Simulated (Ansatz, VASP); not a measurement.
# Two plane-wave programs on Ir

The input INCAR:

```
  ALGO = Fast
  EDIFF = 1E-6
  ENCUT = 520
  GGA = PS
  ISIF = 2
  ISMEAR = 0
  LASPH = T
  LCHARG = T
  LELF = T
  LREAL = F
  LVHAR = T
  LWAVE = F
  NBANDS = 36
  NELM = 60
  PREC = Accurate
  SIGMA = 0.15
```

File KPOINTS:

```
k-points
0
Gamma
  20 20 4
```

Contents of POSCAR:

```
Ir
1.0
    1.9197000000     -1.9197000000      0.0000000000
    1.9197000000      0.0000000000     -1.9197000000
    7.9674751346      7.9674751346      7.9674751346
Ir
6
Direct
    0.6666666667      0.6666666667      0.0802979626
    0.0000000000      0.0000000000      0.8834382161
    0.3333333333      0.3333333333      0.2409260133
    0.6666666667      0.6666666667      0.5621821147
    0.0000000000      0.0000000000      0.4015540640
    0.3333333333      0.3333333333      0.7228101654
```

Input for Ansatz:

```yaml
crystal:
  lattice:
    - [1.9197, -1.9197, 0.0]
    - [1.9197, 0.0, -1.9197]
    - [7.9674751346, 7.9674751346, 7.9674751346]
  atoms:
    - { symbol: Ir, position: [0.6666666667, 0.6666666667, 0.0802979626] }
    - { symbol: Ir, position: [0.0, 0.0, 0.8834382161] }
    - { symbol: Ir, position: [0.3333333333, 0.3333333333, 0.2409260133] }
    - { symbol: Ir, position: [0.6666666667, 0.6666666667, 0.5621821147] }
    - { symbol: Ir, position: [0.0, 0.0, 0.401554064] }
    - { symbol: Ir, position: [0.3333333333, 0.3333333333, 0.7228101654] }
basis:
  ecutwfc: 420
kpoints:
  mp_grid: { grid: [20, 20, 4] }
hamiltonian:
  xc: pbesol
scf:
  occupations: { method: gaussian, width: 0.15 }
output:
  forces: true
  stress: true
  eigenvalues: true
```

Alike in both runs: task single point; functional PBEsol; k mesh 20 × 20 × 4; occupations gaussian, width 0.15 eV; no spin polarisation.

|  | VASP | Ansatz |
| --- | --- | --- |
| version | VASP 6.6.1 | Ansatz 0.2.0 |
| potentials or method | VASP PAW PBE potentials, release 64 (Ir), cutoff 520 eV | scalar-relativistic, plane waves, PAW |
| valence electrons in the cell | 54 | 102 |

Ansatz gave:

| Item | Value |
| --- | --- |
| gap on the k mesh at the Fermi level (eV) | none |
| pressure (GPa) | -9.6 |
| traceless stress, the component that is largest in VASP (GPa) | -3.04 |
| rms of the force components (eV/Å) | 0.421 |

**Question.** What did VASP give for the same quantities?

**Answer.** gap on the k mesh at the Fermi level (eV): none; pressure (GPa): -8.8; traceless stress, the component that is largest in VASP (GPa): -3.04; rms of the force components (eV/Å): 0.431.

VASP's potentials were made for PBE, not for PBEsol. Atom by atom the forces differ by 0.012 eV/Å (rms over components). A gap of «none» marks a metal or a gap that the smearing closes. VASP's potentials hold 54 valence electrons a cell and Ansatz's 102, so a difference there can come from the potentials and not from the codes.

Neither program's run includes spin-orbit coupling.
